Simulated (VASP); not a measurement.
A run of VASP 6.6.1 is set up as follows.

Contents of INCAR:

```
SYSTEM = HfZr3Te8
ALGO = Normal ; EDIFF = 1E-7
ENCUT = 520 ; GGA = PE
ISIF = 2 ; ISMEAR = 0
LASPH = .True. ; LCHARG = .False.
LREAL = .False. ; LWAVE = .False.
NBANDS = 59 ; NELM = 60
PREC = Accurate ; SIGMA = 0.2
```

File KPOINTS:

```
k-points
0
Gamma
  4 4 4
  0 0 0
```

Contents of POSCAR:

```
HfZr3Te8
1.0
   -6.8890257000      0.0000000000      0.0000000000
    0.0018447000      0.0000000000     -7.0777610000
    0.0000000000     -7.9434951000      0.0000000000
Zr Hf Te
3 1 8
Direct
    0.0000000000      0.0000000000      0.7495850000
    0.0000000000      0.0000000000      0.2504150000
    0.5000000000      0.0000000000      0.5000000000
    0.5000000000      0.0000000000      0.0000000000
    0.8331870000      0.7456720000      0.5000000000
    0.3340310000      0.7470260000      0.7515110000
    0.8307810000      0.7472440000      0.0000000000
    0.3340310000      0.7470260000      0.2484890000
    0.6659690000      0.2529740000      0.7515110000
    0.1692190000      0.2527560000      0.0000000000
    0.6659690000      0.2529740000      0.2484890000
    0.1668130000      0.2543280000      0.5000000000
```

Potentials or basis: VASP PAW PBE potentials, release 64 (Zr_sv, Hf_pv, Te).

Launch:

```console
$ cat potpaw_PBE.64/Zr_sv/POTCAR potpaw_PBE.64/Hf_pv/POTCAR potpaw_PBE.64/Te/POTCAR > POTCAR
$ mpirun -np 1 vasp_std > vasp.out
```

**Question.** Predict the band gap on the k mesh.

**Answer.** Zero (band 47 reaches 5.95 eV, above the bottom of band 48 at 5.32 eV).

**Question.** Estimate the largest force.

**Answer.** 0.020 eV/Å.

Forces on the atoms (eV/Å):
```
Zr   0.000  0.002  0.000
Zr   0.000 -0.002  0.000
Zr   0.000  0.000  0.000
Hf   0.000  0.000  0.000
Te   0.002  0.000  0.018
Te  -0.009 -0.017  0.004
Te   0.016  0.000  0.006
Te  -0.009  0.017  0.004
Te   0.009 -0.017 -0.004
Te  -0.016  0.000 -0.006
Te   0.009  0.017 -0.004
Te  -0.002  0.000 -0.018
```

Caveat: spin-orbit coupling is left out, which moves the levels of the heavy elements.
